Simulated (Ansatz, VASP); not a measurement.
## TiAgC4N4: VASP beside Ansatz

```
Ti Ag C N
1.0
     6.02985    0.00000    0.00000
     0.00000    6.02985    0.00000
     0.00000    0.00000    6.02985
Ti Ag C N
1 1 4 4
Cartesian
  3.0149 3.0149 3.0149
  0.0000 0.0000 0.0000
  1.1674 1.1674 1.1674
  1.1674 4.8624 4.8624
  4.8624 1.1674 4.8624
  4.8624 4.8624 1.1674
  1.8429 1.8429 1.8429
  1.8429 4.1869 4.1869
  4.1869 1.8429 4.1869
  4.1869 4.1869 1.8429
```

Alike in both runs: task single point; functional PBE; k mesh 4 × 4 × 4; occupations gaussian, width 0.1 eV; collinear spin.

```csv
,VASP,Ansatz
version,VASP 6.6.1,Ansatz 0.2.0
potentials or method,"VASP PAW PBE potentials, release 64 (Ti_sv, Ag, C, N), cutoff 520 eV","scalar-relativistic, plane waves, PAW"
valence electrons in the cell,59,67
```

|  | VASP | Ansatz | Ansatz less VASP |
| --- | --- | --- | --- |
| gap on the k mesh at the Fermi level (eV) | none | none | - |
| pressure (GPa) | 2.9 | 2.5 | -0.34 |
| rms of the force components (eV/Å) | 0.780 | 0.648 | -0.1321 |
| net moment per atom (μB) | 0.10 | 0.10 | 0.000 |
| size of the moment on the site where the two differ most (μB) | 0.82 | 0.65 | -0.169 |

Site moments also hang on the region over which each program counts them. Atom by atom the forces differ by 0.195 eV/Å (rms over components). A gap of «none» marks a metal or a gap that the smearing closes. VASP's potentials hold 59 valence electrons a cell and Ansatz's 67, so a difference there can come from the potentials and not from the codes.

Noted on VASP's run: the standard files for N, O and F lose accuracy on very short bonds.
